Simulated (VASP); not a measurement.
Set up this calculation in VASP 6.6.1, as the native input.

```
Task                   : single point
Functional             : r2SCAN
Potentials or basis    : VASP PAW PBE potentials, release 64 (Ba_sv, Ti_sv, O)
Cutoff                 : 520 eV
k mesh                 : 8 × 8 × 8
Occupations            : gaussian, width 0.02 eV
Spin                   : no spin polarisation
Dipole correction      : no
Further INCAR settings : ALGO = Normal; EDIFF = 1e-06; NBANDS = 28
```

BaTiO3:

```
Ba Ti O
1.0
     3.85204    0.00000    0.00000
     0.00000    3.85204    0.00000
     0.00000    0.00000    3.85204
Ba Ti O
1 1 3
Cartesian
  1.9260 1.9260 1.9260
  0.0000 0.0000 0.0000
  1.9260 0.0000 0.0000
  0.0000 1.9260 0.0000
  0.0000 0.0000 1.9260
```

One way to write it, as run:

POSCAR

```
BaTiO3
1.0
    3.8520447055      0.0000000000      0.0000000000
    0.0000000000      3.8520447055      0.0000000000
    0.0000000000      0.0000000000      3.8520447055
Ba Ti O
1 1 3
Direct
    0.5000000000      0.5000000000      0.5000000000
    0.0000000000      0.0000000000      0.0000000000
    0.5000000000      0.0000000000      0.0000000000
    0.0000000000      0.5000000000      0.0000000000
    0.0000000000      0.0000000000      0.5000000000
```

INCAR.step1

```
PREC = Accurate
ENCUT = 520
ISMEAR = 0
SIGMA = 0.02
LREAL = False
LASPH = True
NELM = 60
NBANDS = 28
GGA = PE
ALGO = Normal
EDIFF = 1E-4
LWAVE = True
LCHARG = False
```

INCAR.step2

```
PREC = Accurate
ENCUT = 520
EDIFF = 1E-6
ISMEAR = 0
SIGMA = 0.02
LREAL = False
LASPH = True
NELM = 60
ALGO = Normal
ISIF = 2
LWAVE = False
LCHARG = False
METAGGA = R2SCAN
LMIXTAU = True
NBANDS = 28
ISTART = 1
```

KPOINTS

```
regular mesh
0
Gamma
  8 8 8
```

Potentials or basis: VASP PAW PBE potentials, release 64 (Ba_sv, Ti_sv, O).

Run with:

```sh
$ cat potpaw_PBE.64/Ba_sv/POTCAR potpaw_PBE.64/Ti_sv/POTCAR potpaw_PBE.64/O/POTCAR > POTCAR
$ cp INCAR.step1 INCAR
$ mpirun -np 1 vasp_std > vasp.out
$ cp INCAR.step2 INCAR
$ mpirun -np 1 vasp_std > vasp.out
```

Results of the run:

| Item | Value |
| --- | --- |
| Pressure | 28.0 GPa |
| Band gap on the k mesh | 2.40 eV (least direct gap 2.42 eV) |

Caveat: the cell stands under pressure; the PAW data sets were made with another functional, which shifts forces and pressure a little; spin-orbit coupling is left out, which moves the levels of the heavy elements.

It took 99 s on 1 thread of Intel(R) Xeon(R) 6975P-C (Granite Rapids), on a shared host, peak memory 0.21 GiB.
